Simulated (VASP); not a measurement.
# NaF (Villiaumite) (I4/mmm) in VASP: further runs

NaF (Villiaumite) is run at these levels: PBE, r2SCAN; tasks: single point.

Everything below comes from runs of VASP 6.6.1. Logs are shortened: lines on timing, memory, paths and dates and some standing lists are left out, and cuts for length are marked.

### Step 1. The cell of the first run

It takes space group I4/mmm (No. 139, tetragonal). Conventional cell: a = 3.249 Å, b = 3.249 Å, c = 4.335 Å, α = 90.00°, β = 90.00°, γ = 90.00°. Within 2.9 Å of Na (site symmetry 4/mmm) lie 6 F at 2.17 to 2.30 Å. Within 2.9 Å of F (site symmetry 4/mmm) lie 6 Na at 2.17 to 2.30 Å.

### Step 2. Single point, PBE (uniaxial x strain -5.6%)

File INCAR:

```
SYSTEM = NaF
ALGO = Normal ; EDIFF = 1E-7
ENCUT = 520 ; GGA = PE
ISIF = 2 ; ISMEAR = -1
LASPH = .TRUE. ; LCHARG = .FALSE.
LREAL = .FALSE. ; LWAVE = .FALSE.
NBANDS = 14 ; NELM = 60
PREC = Accurate ; SIGMA = 0.02
```

File KPOINTS:

```
k-points
0
G
  10 10 10
  0 0 0
```

File POSCAR:

```
NaF
1.0
    0.0000000000      2.2972417931      2.2972417931
    2.1676773559      0.0000000000      2.2972417931
    2.1676773559      2.2972417931      0.0000000000
Na F
1 1
Direct
    0.0000000000      0.0000000000      0.0000000000
    0.5000000000      0.5000000000      0.5000000000
```

Potentials or basis: VASP PAW PBE potentials, release 64 (Na_pv, F).

The run is started by

```console
> cat potpaw_PBE.64/Na_pv/POTCAR potpaw_PBE.64/F/POTCAR > POTCAR
> mpirun -np 1 vasp_std > vasp.out
```

OUTCAR:

```text
SYSTEM = NaF
   EDIFF = 1E-7
   ENCUT = 520
   GGA = PE
   ISIF = 2
   ISMEAR = -1
   LASPH = .TRUE.
   LREAL = .FALSE.
   NELM = 60
   PREC = Accurate

 ion  position               nearest neighbor table
   1  0.000  0.000  0.000-   2 2.17   2 2.17   2 2.30   2 2.30   2 2.30   2 2.30
   2  0.500  0.500  0.500-   1 2.17   1 2.17   1 2.30   1 2.30   1 2.30   1 2.30

  LATTYP: Found a body centered tetragonal cell.
 ALAT       =     3.2487904999
 C/A-ratio  =     1.3344519174

  Lattice vectors:

 A1 = (  -2.1676773559,   0.0000000000,  -2.2972417931)
 A2 = (  -2.1676773559,   0.0000000000,   2.2972417931)
 A3 = (   2.1676773559,   2.2972417931,   0.0000000000)

Analysis of symmetry for initial positions (statically):
=====================================================================
 Subroutine PRICEL returns:
 Original cell was already a primitive cell.

 Routine SETGRP: Setting up the symmetry group for a
 body centered tetragonal supercell.

 Subroutine GETGRP returns: Found 16 space group operations
 (whereof 16 operations were pure point group operations)
 out of a pool of 16 trial point group operations.

The static configuration has the point symmetry D_4h.

Analysis of symmetry for dynamics (positions and initial velocities):
=====================================================================
 Subroutine PRICEL returns:
 Original cell was already a primitive cell.

 Routine SETGRP: Setting up the symmetry group for a
 body centered tetragonal supercell.

 Subroutine GETGRP returns: Found 16 space group operations
 (whereof 16 operations were pure point group operations)
 out of a pool of 16 trial point group operations.

The dynamic configuration has the point symmetry D_4h.

 Subroutine INISYM returns: Found 16 space group operations
 (whereof 16 operations are pure point group operations),
 and found     1 'primitive' translations

----------------------------------------------------------------------------------------

                                     Primitive cell

  volume of cell :      22.8791

  direct lattice vectors                    reciprocal lattice vectors
     0.000000000  2.297241793  2.297241793    -0.230661634  0.217652317  0.217652317
     2.167677356  0.000000000  2.297241793     0.230661634 -0.217652317  0.217652317
     2.167677356  2.297241793  0.000000000     0.230661634  0.217652317 -0.217652317

  length of vectors
[... 85 lines left out ...]
   NSW    =      0    number of steps for IOM
   IBRION =     -1    ionic relax: 0-MD 1-quasi-New 2-CG
   NFREE  =      0    steps in history (QN), initial steepest desc. (CG)
   ISIF   =      2    stress and relaxation
   ISYM   =      2    0-nonsym 1-usesym 2-fastsym
   POTIM  = 0.5000    time-step for ionic-motion
   TEBEG  =    0.0;   TEEND  =   0.0 temperature during run
   PSTRESS=    0.0 pullay stress
   NELECT =      14.0000    total number of electrons
   NUPDOWN=      -1.0000    fix difference up-down
   EMIN   =  10.00;   EMAX   =-10.00  energy-range for DOS
   EFERMI =   0.00;   METHOD = LEGACY
   ISMEAR =    -1;   SIGMA  =   0.02  broadening in eV -4-tet -1-fermi 0-gaus
   EFERMI_NEDOS =   21; number of points for ismear=-14 and -15
   IALGO  =     38    algorithm
   IMIX   =      4    mixing-type and parameters
     AMIX     =   0.40;   BMIX     =  1.00
     AMIX_MAG =   1.60;   BMIX_MAG =  1.00
  volume/ion in A,a.u.               =      11.44        77.20
  Fermi-wavevector in a.u.,A,eV,Ry     =   1.389861  2.626457 26.282574  1.931715
  Thomas-Fermi vector in A             =   2.513852
   LORBIT       =      0    0 simple, 1 ext, 2 COOP (PROOUT), +10 PAW based schemes
   GGA     = PE    functional components
   LHFCALC =     F    Hartree Fock is set to
   AEXX    =    0.0000 exact exchange contribution
   IVDW    =     0    specifies the selected vdW correction
   LEPSILON=     F    determine dielectric tensor
   LRPA    =     F    only Hartree local field effects (RPA)
 non-spin polarized calculation
  energy-cutoff  :      520.00
  volume of cell :       22.88
 maximum number of plane-waves:       630
   NGX = 13   NGY = 11   NGZ = 11

 number of electron      14.0000018 magnetization

 Free energy of the ion-electron system (eV)
  ---------------------------------------------------
  ext. energy  EPLUGINS =         0.00000000
  ---------------------------------------------------
  free energy    TOTEN  =        -8.47756898 eV

  energy without entropy =       -8.47756898  energy(sigma->0) =       -8.47756898

 E-fermi :  -1.1753     XC(G=0):  -9.5570

 val. band max:       -1.6849574511   @ k =   0.0000   0.0000   0.0000
 cond. band min:       5.0715873852   @ k =   0.0000   0.0000   0.0000
 fundamental gap:      6.7565448363
 Fermi energy:        -1.1752844540

 k-point     1 :       0.0000    0.0000    0.0000
  band No.  band energies     occupation
      1     -21.0240      2.00000
      2     -20.3936      2.00000
      3     -20.3936      2.00000
      4     -20.3802      2.00000
      5      -1.6981      2.00000
      6      -1.6981      2.00000
      7      -1.6850      2.00000
      8       5.0716      0.00000
      9      17.7739      0.00000
     10      17.7739      0.00000
     11      18.2036      0.00000
     12      20.9639      0.00000
     13      22.3252      0.00000
     14      24.1407      0.00000
[... 377 lines left out ...]
      1     -21.1506      2.00000
      2     -20.4558      2.00000
      3     -20.4345      2.00000
      4     -20.1243      2.00000
      5      -3.0109      2.00000
      6      -2.1010      2.00000
      7      -2.0170      2.00000
      8       9.4515      0.00000
      9      12.7048      0.00000
     10      15.6783      0.00000
     11      18.9798      0.00000
     12      19.3360      0.00000
     13      24.9057      0.00000
     14      26.3257      0.00000

 [... further k-points ...]
[... 5 lines left out ...]
  --------------------------------------------------------------------------------------
  -------------------------------------------------------------------------------------
  Total        1.9974099      0.7467677      0.7467677      0.0000000      0.0000000      0.0000000
  in kB      139.8748824     52.2947472     52.2947472      0.0000000      0.0000000      0.0000000
  external PRESSURE =      81.4881256 kB  Pullay stress =       0.0000000 kB

 VOLUME and BASIS-vectors are now :
 -----------------------------------------------------------------------------
  energy-cutoff  :      520.00
  volume of cell :       22.88
      direct lattice vectors                 reciprocal lattice vectors
     0.000000000  2.297241793  2.297241793    -0.230661634  0.217652317  0.217652317
     2.167677356  0.000000000  2.297241793     0.230661634 -0.217652317  0.217652317
     2.167677356  2.297241793  0.000000000     0.230661634  0.217652317 -0.217652317

 POSITION                                       TOTAL-FORCE (eV/Angst)
 -----------------------------------------------------------------------------------
      0.00000      0.00000      0.00000         0.000000      0.000000     -0.000000
      2.16768      2.29724      2.29724         0.000000     -0.000000      0.000000
 -----------------------------------------------------------------------------------
    total drift:                                0.000000     -0.000000      0.000000

  FREE ENERGIE OF THE ION-ELECTRON SYSTEM (eV)
  ---------------------------------------------------
  free  energy   TOTEN  =        -8.4775689820 eV

  energy  without entropy=       -8.4775689820  energy(sigma->0) =       -8.47756898
```

Run time: 9.2 s. Hardware: 1 thread of Intel Xeon 6975P-C (Granite Rapids), shared host; peak memory 0.15 GiB.

What came out:

```yaml
Free_energy: -8.4776 eV
Pressure: 8.1 GPa
Band_gap_on_the_k_mesh: 6.76 eV, direct
```

Caveat: the cell differs from its parent crystal (uniaxial x strain -5.6%). A k mesh can miss the band edges.

### Step 3. Single point, r2SCAN (uniaxial x strain -5.6%)

POSCAR is that of step 2.

File INCAR.step1:

```
SYSTEM = NaF
ALGO     = Normal         ! electronic algorithm
EDIFF    = 1E-4           ! SCF threshold, eV
ENCUT    = 520            ! plane-wave cutoff, eV
GGA      = PE             ! functional
ISMEAR   = 0              ! smearing method
LASPH    = .True.         ! aspherical terms in the spheres
LCHARG   = .False.        ! write CHGCAR
LREAL    = .False.        ! projectors in reciprocal space
LWAVE    = .True.         ! write WAVECAR
NBANDS   = 14             ! bands
NELM     = 60             ! most SCF steps
PREC     = Accurate       ! precision mode
SIGMA    = 0.01           ! smearing width, eV
```

File INCAR.step2:

```
SYSTEM = NaF
ALGO     = Normal         ! electronic algorithm
EDIFF    = 1E-6           ! SCF threshold, eV
ENCUT    = 520            ! plane-wave cutoff, eV
ISIF     = 2              ! what is computed and relaxed
ISMEAR   = 0              ! smearing method
ISTART   = 1            
LASPH    = .True.         ! aspherical terms in the spheres
LCHARG   = .True.         ! write CHGCAR
LELF     = .True.         ! ELF
LMIXTAU  = .True.       
LREAL    = .False.        ! projectors in reciprocal space
LVHAR    = .True.       
LWAVE    = .False.        ! write WAVECAR
METAGGA  = R2SCAN         ! meta-GGA
NBANDS   = 14             ! bands
NELM     = 60             ! most SCF steps
PREC     = Accurate       ! precision mode
SIGMA    = 0.01           ! smearing width, eV
```

File KPOINTS:

```
k-points
0
Gamma
  10 10 10
  0 0 0
```

Potentials or basis: VASP PAW PBE potentials, release 64 (Na_pv, F).

The run is started by

```console
> cat potpaw_PBE.64/Na_pv/POTCAR potpaw_PBE.64/F/POTCAR > POTCAR
> cp INCAR.step1 INCAR
> mpirun -np 1 vasp_std > vasp.out
> cp INCAR.step2 INCAR
> mpirun -np 1 vasp_std > vasp.out
```

OUTCAR:

```text
SYSTEM = NaF
   EDIFF = 1E-6
   ENCUT = 520
   ISIF = 2
   ISMEAR = 0
   ISTART = 1
   LASPH = .True.
   LREAL = .False.
   METAGGA = R2SCAN
   NELM = 60
   PREC = Accurate

 ion  position               nearest neighbor table
   1  0.000  0.000  0.000-   2 2.17   2 2.17   2 2.30   2 2.30   2 2.30   2 2.30
   2  0.500  0.500  0.500-   1 2.17   1 2.17   1 2.30   1 2.30   1 2.30   1 2.30

  LATTYP: Found a body centered tetragonal cell.
 ALAT       =     3.2487904999
 C/A-ratio  =     1.3344519174

  Lattice vectors:

 A1 = (  -2.1676773559,   0.0000000000,  -2.2972417931)
 A2 = (  -2.1676773559,   0.0000000000,   2.2972417931)
[... 586 lines left out ...]
     11      19.5510      0.00000
     12      19.9339      0.00000
     13      25.5637      0.00000
     14      26.7823      0.00000

 [... further k-points ...]
[... 5 lines left out ...]
  --------------------------------------------------------------------------------------
  -------------------------------------------------------------------------------------
  Total        1.3551919      0.0951321      0.0951321      0.0000000      0.0000000      0.0000000
  in kB       94.9015578      6.6619225      6.6619225      0.0000000      0.0000000      0.0000000
  external PRESSURE =      36.0751343 kB  Pullay stress =       0.0000000 kB

 VOLUME and BASIS-vectors are now :
 -----------------------------------------------------------------------------
  energy-cutoff  :      520.00
  volume of cell :       22.88
      direct lattice vectors                 reciprocal lattice vectors
     0.000000000  2.297241793  2.297241793    -0.230661634  0.217652317  0.217652317
     2.167677356  0.000000000  2.297241793     0.230661634 -0.217652317  0.217652317
     2.167677356  2.297241793  0.000000000     0.230661634  0.217652317 -0.217652317

 POSITION                                       TOTAL-FORCE (eV/Angst)
 -----------------------------------------------------------------------------------
      0.00000      0.00000      0.00000         0.000000      0.000000      0.000000
      2.16768      2.29724      2.29724         0.000000     -0.000000     -0.000000
 -----------------------------------------------------------------------------------
    total drift:                                0.000000     -0.000000      0.000000

  FREE ENERGIE OF THE ION-ELECTRON SYSTEM (eV)
  ---------------------------------------------------
  free  energy   TOTEN  =       -12.5706959411 eV

  energy  without entropy=      -12.5706959411  energy(sigma->0) =      -12.57069594
```

OSZICAR.step1:

```text
N       E                     dE             d eps       ncg     rms          rms(c)
DAV:   1     0.109834458688E+03    0.10983E+03   -0.77935E+03  2900   0.126E+03
DAV:   2    -0.408834881134E+01   -0.11392E+03   -0.10639E+03  3156   0.354E+02
DAV:   3    -0.933657897063E+01   -0.52482E+01   -0.52388E+01  3504   0.686E+01
DAV:   4    -0.937482191335E+01   -0.38243E-01   -0.38241E-01  3228   0.630E+00
DAV:   5    -0.937518037916E+01   -0.35847E-03   -0.35846E-03  3672   0.607E-01    0.547E+00
DAV:   6    -0.848437707587E+01    0.89080E+00   -0.29568E+00  3594   0.156E+01    0.175E+00
DAV:   7    -0.847584600556E+01    0.85311E-02   -0.30421E-02  2964   0.208E+00    0.105E+00
DAV:   8    -0.847712982797E+01   -0.12838E-02   -0.25572E-02  3054   0.297E+00    0.140E-01
DAV:   9    -0.847758274263E+01   -0.45291E-03   -0.34005E-03  4102   0.571E-01    0.914E-02
DAV:  10    -0.847756261310E+01    0.20130E-04   -0.52762E-04  3030   0.289E-01
   1 F= -.84775626E+01 E0= -.84775626E+01  d E =-.717224E-12
```

Run time: 29 s. Hardware: 1 thread of Intel Xeon 6975P-C (Granite Rapids), shared host; peak memory 0.15 GiB.

What came out:

- Free energy: -12.5707 eV
- Pressure: 3.6 GPa
- Band gap on the k mesh: 7.64 eV, direct

Stress tensor (GPa, compression positive):
```
9.49 0.00 0.00
0.00 0.67 0.00
0.00 0.00 0.67
```

Levels at points of the mesh, in eV from the valence-band top:
| k point | band 3 | band 4 | band 5 | band 6 | band 7 | band 8 | band 9 | band 10 | band 11 | band 12 |
| --- | --- | --- | --- | --- | --- | --- | --- | --- | --- | --- |
| (0.00, 0.00, 0.00) | -19.25 | -19.24 | -0.02 | -0.02 | 0.00 | 7.64 | 20.27 | 20.27 | 20.69 | 23.28 |
| (0.50, 0.00, 0.00) | -19.26 | -18.67 | -1.75 | -0.35 | -0.30 | 12.16 | 14.14 | 21.79 | 22.99 | 24.54 |
| (0.50, 0.50, 0.00) | -19.31 | -19.30 | -1.45 | -0.44 | -0.38 | 14.44 | 14.53 | 15.65 | 22.19 | 22.84 |
| (0.00, 0.50, 0.50) | -19.33 | -19.33 | -1.31 | -0.53 | -0.53 | 13.80 | 15.36 | 15.85 | 21.81 | 21.81 |

Caveat: the cell differs from its parent crystal (uniaxial x strain -5.6%); the PAW data sets were made with another functional, which shifts forces and pressure a little. A k mesh can miss the band edges.
